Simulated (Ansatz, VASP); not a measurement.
## Fe: VASP beside Ansatz

Contents of INCAR:

```
SYSTEM = Fe
AGGAC = 1.0
AGGAX = 1.0
ALDAC = 0.0
ALDAX = 1.0
ALGO = Normal
EDIFF = 1E-6
ENCUT = 520
GGA = B5
ISIF = 2
ISMEAR = -1
ISPIN = 2
LASPH = .TRUE.
LCHARG = .FALSE.
LMAXMIX = 4
LORBIT = 11
LREAL = .FALSE.
LWAVE = .FALSE.
MAGMOM = 2.278
NBANDS = 14
NELM = 150
PREC = Accurate
SIGMA = 0.05
```

Contents of KPOINTS:

```
k-points
0
G
  25 25 25
  0 0 0
```

The input POSCAR:

```
Fe
1.0
   -1.4374723438      1.4374723438      1.4374723438
    1.4374723438     -1.4374723438      1.4374723438
    1.4374723438      1.4374723438     -1.4374723438
Fe
1
Direct
    0.0000000000      0.0000000000      0.0000000000
```

Input for Ansatz:

```yaml
crystal:
  lattice:
    - [-1.4374723385, 1.4374723385, 1.4374723385]
    - [1.4374723385, -1.4374723385, 1.4374723385]
    - [1.4374723385, 1.4374723385, -1.4374723385]
  atoms:
    - { symbol: Fe, position: [0.0, 0.0, 0.0], spin: 2.278 }
hamiltonian:
  xc: blyp
  pseudopotentials:
    kind: paw
    azcp:
      Fe: "pseudopotentials/Fe.paw.azcp"
basis:
  ecutwfc: 420
  fft_grid_basis: typed
kpoints:
  mp_grid: { grid: [25, 25, 25], shift: [0, 0, 0] }
magnetization:
  spin_polarized: true
scf:
  occupations: { method: fermi_dirac, width: 0.05 }
```

Alike in both runs: task single point; functional BLYP; k mesh 25 × 25 × 25; occupations fermi-dirac, width 0.05 eV; collinear spin.

|  | VASP | Ansatz |
| --- | --- | --- |
| version | VASP 6.6.1 | Ansatz 0.2.0 |
| potentials or method | VASP PAW PBE potentials, release 64 (Fe), cutoff 520 eV | plane waves (420 eV) with PAW, scalar-relativistic |
| valence electrons in the cell | 8 | 16 |

```csv
,VASP,Ansatz,Ansatz less VASP
net moment per atom (μB),2.24,2.22,-0.015
size of the moment on the site where the two differ most (μB),2.24,2.27,+0.031
```

VASP's potentials were made for PBE, not for BLYP. Site moments also hang on the region over which each program counts them. The functional is the same, so the differences come from potentials, cutoffs and numerics. VASP's potentials hold 8 valence electrons a cell and Ansatz's 16, so a difference there can come from the potentials and not from the codes.
